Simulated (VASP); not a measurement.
Al2Cu: single point with LDA

Crystal: Al2Cu.

```
Cu Al
1.0
    -2.07016    2.07016    2.90701
     2.07016   -2.07016    2.90701
     2.07016    2.07016   -2.90701
Cu Al
1 2
Cartesian
  0.0000 0.0000 2.9070
  2.0702 0.0000 1.4535
  0.0000 2.0702 1.4535
```

```
Program                : VASP 6.6.1
Task                   : single point
Functional             : LDA
Potentials or basis    : VASP PAW LDA potentials, release 64 (Cu, Al)
Cutoff                 : 520 eV
k mesh                 : 9 × 9 × 9
Occupations            : fermi-dirac, width 0.05 eV
Spin                   : no spin polarisation
Dipole correction      : no
Further INCAR settings : ALGO = Fast; EDIFF = 1e-06; NBANDS = 16
```

```json
{
  "Pressure": "-7.7 GPa"
}
```

Stress tensor (GPa, compression positive):
```
-7.71  0.00  0.00
 0.00 -7.71  0.00
 0.00  0.00 -7.55
```

Levels at points of the mesh, in eV from the Fermi level:
```csv
k point,band 6,band 7,band 8,band 9,band 10,band 11,band 12,band 13
"(0.00, 0.00, 0.00)",-3.89,2.73,2.80,2.80,2.91,2.91,2.96,3.60
```

Run time: 33 s on 1 thread of Intel(R) Xeon(R) 6975P-C (Granite Rapids) (shared host), peak memory 0.19 GiB.
